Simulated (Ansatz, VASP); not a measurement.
KF in VASP and in Ansatz

POSCAR

```
KF
1.0
    0.0000000000      2.6589614660      2.6589614660
    2.6589614660      0.0000000000      2.6589614660
    2.6589614660      2.6589614660      0.0000000000
K F
1 1
Direct
    0.0000000000      0.0000000000      0.0000000000
    0.5000000000      0.5000000000      0.5000000000
```

The input INCAR.step1:

```
PREC = Accurate ; ENCUT = 520
EDIFF = 1E-5 ; ISMEAR = 0
SIGMA = 0.01 ; LREAL = F
LASPH = T ; NELM = 80
ALGO = Normal ; ISIF = 2
LWAVE = T ; LCHARG = F
NBANDS = 15 ; GGA = PE
```

Contents of INCAR.step2:

```
PREC = Accurate ; ENCUT = 520
EDIFF = 1E-6 ; ISMEAR = 0
SIGMA = 0.01 ; LREAL = F
LASPH = T ; NELM = 80
ALGO = Normal ; ISIF = 2
LWAVE = F ; LCHARG = F
GGA = PE ; LHFCALC = T
AEXX = 1.0 ; ALDAC = 0.0
AGGAC = 0.0 ; PRECFOCK = Normal
NBANDS = 15 ; ISTART = 1
```

KPOINTS

```
regular mesh
0
Gamma
  6 6 6
```

Input for Ansatz:

```yaml
crystal:
  lattice:
    - [0.0, 2.658961466, 2.658961466]
    - [2.658961466, 0.0, 2.658961466]
    - [2.658961466, 2.658961466, 0.0]
  atoms:
    - { symbol: K, position: [0.0, 0.0, 0.0] }
    - { symbol: F, position: [0.5, 0.5, 0.5] }
kpoints:
  mp_grid: { grid: [6, 6, 6] }
  band_path:
    path:
      - [0.0, 0.0, 0.0]
      - [0.5, 0.0, 0.5]
      - [0.625, 0.25, 0.625]
      - [0.375, 0.375, 0.75]
      - [0.5, 0.5, 0.5]
      - [0.5, 0.25, 0.75]
    npoints: 1
hamiltonian:
  xc: hf
scf:
  occupations: { method: fixed }
  n_extra_bands: 4
output:
  forces: true
  stress: true
  eigenvalues: true
```

Alike in both runs: task single point; functional HF; k mesh 6 × 6 × 6; no spin polarisation.

```csv
,VASP,Ansatz
version,VASP 6.6.1,Ansatz 0.2.0
potentials or method,"VASP PAW PBE potentials, release 64 (K_sv, F)","plane waves, PAW"
plane-wave cutoff (eV),520,420
occupations,"gaussian, width 0.01 eV",fixed
valence electrons in the cell,16,16
```

VASP gave:

| Property | Result |
| --- | --- |
| gap on the k mesh at the Fermi level (eV) | 17.57 |
| pressure (GPa) | 2.5 |

Task: Which values does Ansatz return?

Result: gap on the k mesh at the Fermi level (eV): 17.61; pressure (GPa): 2.4.

VASP's potentials were made for PBE, not for HF. Ansatz's warnings: stress exchange threshold loose, stress scf threshold loose.
